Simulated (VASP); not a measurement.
## Yb: single point with LDA

Yb:

```
Yb
1.0
     0.00000    2.45695    2.45695
     2.45695    0.00000    2.45695
     2.45695    2.45695    0.00000
Yb
1
Direct
  0.00000 0.00000 0.00000
```

* Program: VASP 6.6.1
* Task: single point
* Functional: LDA
* Potentials or basis: VASP PAW PBE potentials, release 64 (Yb)
* Cutoff: 520 eV
* k mesh: 11 × 11 × 11
* Occupations: methfessel-paxton, width 0.2 eV
* Spin: no spin polarisation
* Dipole correction: no
* Further INCAR settings: ALGO = Normal; EDIFF = 1e-06; NBANDS = 18

The pressure is -0.6 GPa. The band gap on the k mesh is zero (bands 12 and 13 overlap by 0.14 eV).

Levels at points of the mesh, in eV from the Fermi level:
| k point | band 10 | band 11 | band 12 | band 13 | band 14 | band 15 |
| --- | --- | --- | --- | --- | --- | --- |
| (0.00, 0.00, 0.00) | -0.11 | -0.11 | -0.11 | 3.06 | 3.06 | 3.06 |

Run time: 42 s on 1 thread of AMD EPYC 7R13 Processor (Zen 3), on a shared host, peak memory 0.14 GiB.

Caveat: the PAW data sets were made with another functional, which shifts forces and pressure a little; spin-orbit coupling is left out, which moves the levels of the heavy elements. Spin polarisation is off, so any magnetic state and its effect on volume and gap are missing.
